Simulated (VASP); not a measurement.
# Se3Br (I4/mmm) in VASP: single point with PBE

Aim: the single point of Se3Br with PBE.

All numbers are computed with VASP 6.6.1; they aren't measurements. Logs are shortened: lines on timing, memory, paths and dates and some standing lists are left out, and cuts for length are marked.

**1. The cell of the first run**

Symmetry: I4/mmm, No. 139, tetragonal system. Conventional cell: a = 3.877 Å, b = 3.877 Å, c = 17.297 Å, α = 90.00°, β = 90.00°, γ = 90.00°. Within 3.6 Å of Br (site symmetry 4/mmm) lie 4 Se at 2.74 Å. Within 3.6 Å of Se (site symmetry 4/mmm) lie 4 Br at 2.74 Å. Se (site symmetry -4m2) has 4 Se at 2.74 Å within 3.6 Å.

**2. Single point, PBE**

INCAR

```
SYSTEM = Se3Br
ALGO     = Normal         ! electronic algorithm
EDIFF    = 1E-6           ! SCF threshold, eV
ENCUT    = 520            ! plane-wave cutoff, eV
GGA      = PE             ! functional
ISIF     = 2              ! what is computed and relaxed
ISMEAR   = -1             ! smearing method
LASPH    = .TRUE.         ! aspherical terms in the spheres
LCHARG   = .TRUE.         ! write CHGCAR
LELF     = .TRUE.         ! ELF
LREAL    = .FALSE.        ! projectors in reciprocal space
LVHAR    = .TRUE.       
LWAVE    = .FALSE.        ! write WAVECAR
NBANDS   = 20             ! bands
NELM     = 100            ! most SCF steps
PREC     = Accurate       ! precision mode
SIGMA    = 0.05           ! smearing width, eV
```

KPOINTS

```
k-points
0
G
  10 10 10
  0 0 0
```

POSCAR

```
Se3Br
1.0
   -1.9385307217      1.9385307217      8.6482539985
    1.9385307217     -1.9385307217      8.6482539985
    1.9385307217      1.9385307217     -8.6482539985
Br Se
1 3
Direct
    0.0000000000      0.0000000000      0.0000000000
    0.5000000000      0.5000000000      0.0000000000
    0.7500000000      0.2500000000      0.5000000000
    0.2500000000      0.7500000000      0.5000000000
```

Potentials or basis: VASP PAW PBE potentials, release 64 (Br, Se).

Started as:

```console
> cat potpaw_PBE.64/Br/POTCAR potpaw_PBE.64/Se/POTCAR > POTCAR
> mpirun -np 1 vasp_std > vasp.out
```

OUTCAR:

```text
SYSTEM = Se3Br
   EDIFF = 1E-6
   ENCUT = 520
   GGA = PE
   ISIF = 2
   ISMEAR = -1
   LASPH = .TRUE.
   LREAL = .FALSE.
   NELM = 100
   PREC = Accurate

 ion  position               nearest neighbor table
   1  0.000  0.000  0.000-   2 2.74   2 2.74   2 2.74   2 2.74
   2  0.500  0.500  0.000-   1 2.74   1 2.74   1 2.74   1 2.74
   3  0.750  0.250  0.500-   4 2.74   4 2.74   4 2.74   4 2.74
   4  0.250  0.750  0.500-   3 2.74   3 2.74   3 2.74   3 2.74

  LATTYP: Found a body centered tetragonal cell.
 ALAT       =     3.8770614434
 C/A-ratio  =     4.4612416516

  Lattice vectors:

 A1 = (  -1.9385307217,   1.9385307217,   8.6482539985)
 A2 = (   1.9385307217,  -1.9385307217,   8.6482539985)
 A3 = (   1.9385307217,   1.9385307217,  -8.6482539985)

Analysis of symmetry for initial positions (statically):
=====================================================================
 Subroutine PRICEL returns:
 Original cell was already a primitive cell.

 Routine SETGRP: Setting up the symmetry group for a
 body centered tetragonal supercell.

 Subroutine GETGRP returns: Found 16 space group operations
 (whereof 16 operations were pure point group operations)
 out of a pool of 16 trial point group operations.

The static configuration has the point symmetry D_4h.

Analysis of symmetry for dynamics (positions and initial velocities):
=====================================================================
 Subroutine PRICEL returns:
 Original cell was already a primitive cell.

 Routine SETGRP: Setting up the symmetry group for a
 body centered tetragonal supercell.

 Subroutine GETGRP returns: Found 16 space group operations
 (whereof 16 operations were pure point group operations)
 out of a pool of 16 trial point group operations.

The dynamic configuration has the point symmetry D_4h.

 Subroutine INISYM returns: Found 16 space group operations
 (whereof 16 operations are pure point group operations),
 and found     1 'primitive' translations

----------------------------------------------------------------------------------------

                                     Primitive cell

  volume of cell :     129.9971

  direct lattice vectors                    reciprocal lattice vectors
    -1.938530722  1.938530722  8.648253998     0.000000000  0.257927303  0.057815138
     1.938530722 -1.938530722  8.648253998     0.257927303  0.000000000  0.057815138
     1.938530722  1.938530722 -8.648253998     0.257927303  0.257927303  0.000000000

  length of vectors
     9.072381162  9.072381162  9.072381162     0.264327607  0.264327607  0.364764289

  position of ions in fractional coordinates (direct lattice)
     0.000000000  0.000000000  0.000000000
     0.500000000  0.500000000  0.000000000
     0.750000000  0.250000000  0.500000000
     0.250000000  0.750000000  0.500000000

  ion indices of the primitive-cell ions
   primitive index   ion index
                 1           1
                 2           2
                 3           3
                 4           4

----------------------------------------------------------------------------------------

 KPOINTS: k-points

Automatic generation of k-mesh.
 Grid dimensions read from file:
 generate k-points for:   10   10   10

 Generating k-lattice:

  Cartesian coordinates                     Fractional coordinates (reciprocal lattice)
     0.000000000  0.025792730  0.005781514     0.100000000 -0.000000000  0.000000000
     0.025792730  0.000000000  0.005781514    -0.000000000  0.100000000  0.000000000
     0.025792730  0.025792730  0.000000000     0.000000000  0.000000000  0.100000000

  Length of vectors
     0.026432761  0.026432761  0.036476429

  Shift w.r.t. Gamma in fractional coordinates (k-lattice)
     0.000000000  0.000000000  0.000000000

 Subroutine IBZKPT returns following result:
 ===========================================

 Found    102 irreducible k-points:

 Following reciprocal coordinates:
            Coordinates               Weight
  0.000000  0.000000  0.000000      1.000000
  0.100000  0.000000 -0.000000      8.000000
  0.200000  0.000000 -0.000000      8.000000
  0.300000  0.000000  0.000000      8.000000
  0.400000 -0.000000  0.000000      8.000000
  0.500000  0.000000 -0.000000      4.000000
[... 16 lines left out ...]
  0.300000  0.300000  0.000000      8.000000
  0.400000  0.300000  0.000000     16.000000
 [... further k-points ...]
   k-points           NKPTS =    102   k-points in BZ     NKDIM =    102   number of bands    NBANDS=     20
   number of dos      NEDOS =    301   number of ions     NIONS =      4
   total plane-waves  NPLWV = 343000
   dimension x,y,z NGX =    70 NGY =   70 NGZ =   70
   dimension x,y,z NGXF=   140 NGYF=  140 NGZF=  140
   ions per type =               1   3
   NGX,Y,Z   is equivalent  to a cutoff of  12.83, 12.83, 12.83 a.u.
   NGXF,Y,Z  is equivalent  to a cutoff of  25.65, 25.65, 25.65 a.u.
 SYSTEM =  Se3Br
   PREC   = accura    normal or accurate (medium, high low for compatibility)
   ISTART =      0    job   : 0-new  1-cont  2-samecut
   ICHARG =      2    charge: 1-file 2-atom 10-const
   ISPIN  =      1    spin polarized calculation?
   LNONCOLLINEAR =      F non collinear calculations
   LSORBIT =      F    spin-orbit coupling
   LASPH  =      T    aspherical Exc in radial PAW
   ENCUT  =  520.0 eV  38.22 Ry    6.18 a.u.  16.87 16.87 16.87*2*pi/ulx,y,z
   NELM   =    100;   NELMIN=  2; NELMDL= -5     # of ELM steps
   EDIFF  = 0.1E-05   stopping-criterion for ELM
   LREAL  =      F    real-space projection
   EDIFFG = 0.1E-04   stopping-criterion for IOM
   NSW    =      0    number of steps for IOM
   IBRION =     -1    ionic relax: 0-MD 1-quasi-New 2-CG
   NFREE  =      0    steps in history (QN), initial steepest desc. (CG)
   ISIF   =      2    stress and relaxation
   ISYM   =      2    0-nonsym 1-usesym 2-fastsym
   POTIM  = 0.5000    time-step for ionic-motion
   TEBEG  =    0.0;   TEEND  =   0.0 temperature during run
   PSTRESS=    0.0 pullay stress
   NELECT =      25.0000    total number of electrons
   NUPDOWN=      -1.0000    fix difference up-down
   EMIN   =  10.00;   EMAX   =-10.00  energy-range for DOS
   EFERMI =   0.00;   METHOD = LEGACY
   ISMEAR =    -1;   SIGMA  =   0.05  broadening in eV -4-tet -1-fermi 0-gaus
   EFERMI_NEDOS =   21; number of points for ismear=-14 and -15
   IALGO  =     38    algorithm
   IMIX   =      4    mixing-type and parameters
     AMIX     =   0.40;   BMIX     =  1.00
     AMIX_MAG =   1.60;   BMIX_MAG =  1.00
  volume/ion in A,a.u.               =      32.50       219.32
  Fermi-wavevector in a.u.,A,eV,Ry     =   0.944953  1.785702 12.149136  0.892936
  Thomas-Fermi vector in A             =   2.072808
   LORBIT       =      0    0 simple, 1 ext, 2 COOP (PROOUT), +10 PAW based schemes
   GGA     = PE    functional components
   LHFCALC =     F    Hartree Fock is set to
   AEXX    =    0.0000 exact exchange contribution
   IVDW    =     0    specifies the selected vdW correction
   LEPSILON=     F    determine dielectric tensor
   LRPA    =     F    only Hartree local field effects (RPA)
 non-spin polarized calculation
  energy-cutoff  :      520.00
  volume of cell :      130.00
 maximum number of plane-waves:      3530
 NGX is ok and might be reduce to    70
   NGX = 33   NGY = 33   NGZ = 33

 number of electron      25.0000000 magnetization

 Free energy of the ion-electron system (eV)
  ---------------------------------------------------
  ext. energy  EPLUGINS =         0.00000000
  ---------------------------------------------------
  free energy    TOTEN  =       -10.91328860 eV

  energy without entropy =      -10.87889628  energy(sigma->0) =      -10.89609244

 E-fermi :   0.9658     XC(G=0):  -7.9769

 val. band max:        0.9514729245   @ k =  -0.1000   0.2000   0.1000
 cond. band min:       0.9657951776   @ k =   0.3000   0.1000   0.0000
 fundamental gap:      0.0143222531
 Fermi energy:         0.9657519845

 k-point     1 :       0.0000    0.0000    0.0000
  band No.  band energies     occupation
      1     -15.4594      2.00000
      2     -13.6500      2.00000
      3      -9.9937      2.00000
      4      -8.6732      2.00000
      5      -3.6571      2.00000
      6      -3.6571      2.00000
[... 12 lines left out ...]
     19       5.8065      0.00000
     20      10.0622      0.00000

 k-point     2 :       0.1000    0.0000   -0.0000
  band No.  band energies     occupation
      1     -15.4039      2.00000
      2     -13.5697      2.00000
      3     -10.1533      2.00000
      4      -8.8898      2.00000
      5      -3.5716      2.00000
      6      -3.5231      2.00000
[... 12 lines left out ...]
     19       6.1379      0.00000
     20       9.9598      0.00000

 k-point     3 :       0.2000    0.0000   -0.0000
  band No.  band energies     occupation
      1     -15.2467      2.00000
      2     -13.3306      2.00000
      3     -10.5651      2.00000
      4      -9.4541      2.00000
      5      -3.3202      2.00000
      6      -3.1539      2.00000
[... 12 lines left out ...]
     19       7.0898      0.00000
     20       9.5661      0.00000

 k-point     4 :       0.3000    0.0000    0.0000
  band No.  band energies     occupation
      1     -15.0210      2.00000
      2     -12.9384      2.00000
      3     -11.0760      2.00000
      4     -10.2007      2.00000
      5      -2.9234      2.00000
      6      -2.6125      2.00000
[... 429 lines left out ...]
 k-point    23 :       0.3000    0.3000    0.0000
  band No.  band energies     occupation
      1     -14.7096      2.00000
      2     -12.3249      2.00000
      3     -11.1819      2.00000
      4     -10.5671      2.00000
      5      -4.9524      2.00000
      6      -4.1902      2.00000
[... 12 lines left out ...]
     19       7.8265      0.00000
     20       8.6188      0.00000

 k-point    24 :       0.4000    0.3000    0.0000
  band No.  band energies     occupation
      1     -14.5696      2.00000
      2     -11.8931      2.00000
      3     -11.2654      2.00000
      4     -10.9397      2.00000
      5      -4.9975      2.00000
      6      -4.2351      2.00000
[... 12 lines left out ...]
     19       7.7709      0.00000
     20       8.1064      0.00000

 [... further k-points ...]

------------------------ aborting loop because EDIFF is reached ----------------------------------------

  FORCE on cell =-STRESS in cart. coord.  units (eV):
  Direction    XX          YY          ZZ          XY          YZ          ZX
  --------------------------------------------------------------------------------------
  -------------------------------------------------------------------------------------
  Total       -2.5075933     -2.5075933      0.0411891      0.0000000      0.0000000      0.0000000
  in kB      -30.9053653    -30.9053653      0.5076435      0.0000000      0.0000000      0.0000000
  external PRESSURE =     -20.4343624 kB  Pullay stress =       0.0000000 kB

 VOLUME and BASIS-vectors are now :
 -----------------------------------------------------------------------------
  energy-cutoff  :      520.00
  volume of cell :      130.00
      direct lattice vectors                 reciprocal lattice vectors
    -1.938530722  1.938530722  8.648253998     0.000000000  0.257927303  0.057815138
     1.938530722 -1.938530722  8.648253998     0.257927303  0.000000000  0.057815138
     1.938530722  1.938530722 -8.648253998     0.257927303  0.257927303  0.000000000

 POSITION                                       TOTAL-FORCE (eV/Angst)
 -----------------------------------------------------------------------------------
      0.00000      0.00000      0.00000        -0.000000     -0.000000      0.000000
      0.00000      0.00000      8.64825        -0.000000     -0.000000      0.000000
      0.00000      1.93853      4.32413        -0.000000      0.000000     -0.000000
      1.93853      0.00000      4.32413         0.000000      0.000000      0.000000
 -----------------------------------------------------------------------------------
    total drift:                               -0.000000     -0.000000     -0.000000

  FREE ENERGIE OF THE ION-ELECTRON SYSTEM (eV)
  ---------------------------------------------------
  free  energy   TOTEN  =       -10.9132886033 eV

  energy  without entropy=      -10.8788962765  energy(sigma->0) =      -10.89609244
```

It took 8.6 min on 1 thread of Intel Xeon 6975P-C (Granite Rapids), shared host; peak memory 0.8 GiB.

Results:

| Quantity | Value |
| --- | --- |
| Free energy | -10.9133 eV |
| Pressure | -2.0 GPa |
| Band gap on the k mesh | zero (an odd number of electrons rules out a gap without spin polarisation) |

Caveat: an odd number of electrons without spin polarisation forces a metal; a magnetic or distorted state may lie lower.
